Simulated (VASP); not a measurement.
The system is Sn.

```
Sn
1.0
     0.00000    3.23334    3.23334
     3.23334    0.00000    3.23334
     3.23334    3.23334    0.00000
Sn
2
Direct
  0.00000 0.00000 0.00000
  0.25000 0.25000 0.25000
```

| Item | Value |
| --- | --- |
| Program | VASP 6.6.1 |
| Task | relaxation of cell and atoms |
| Functional | PBE |
| Potentials or basis | VASP PAW PBE potentials, release 64 (Sn_d) |
| Cutoff | 600 eV |
| k mesh | 6 × 6 × 6 |
| Occupations | fermi-dirac, width 0.02 eV |
| Spin | no spin polarisation |

At the start: pressure 3.9 GPa; volume 33.80 Å³/atom.

Problem. Where does the relaxation end?

Solution. Over 3 steps the energy falls by 33.7 meV/atom and the volume is 36.83 Å³/atom (+9.0 %); space group Fd-3m (No. 227, to 0.05 Å).

Step by step:
```tsv
step	energy change (eV)	largest force (eV/Å)	pressure (GPa)	volume (Å³)
1	0.0000	0.0000	3.86	67.61
2	-0.0603	0.0000	-1.00	75.90
3	-0.0674	0.0000	0.02	73.66
```

Final structure:
```
CELL_PARAMETERS angstrom
0.00000 3.32713 3.32713
3.32713 0.00000 3.32713
3.32713 3.32713 0.00000
ATOMIC_POSITIONS crystal
Sn 0.00000 0.00000 0.00000
Sn 0.25000 0.25000 0.25000
```
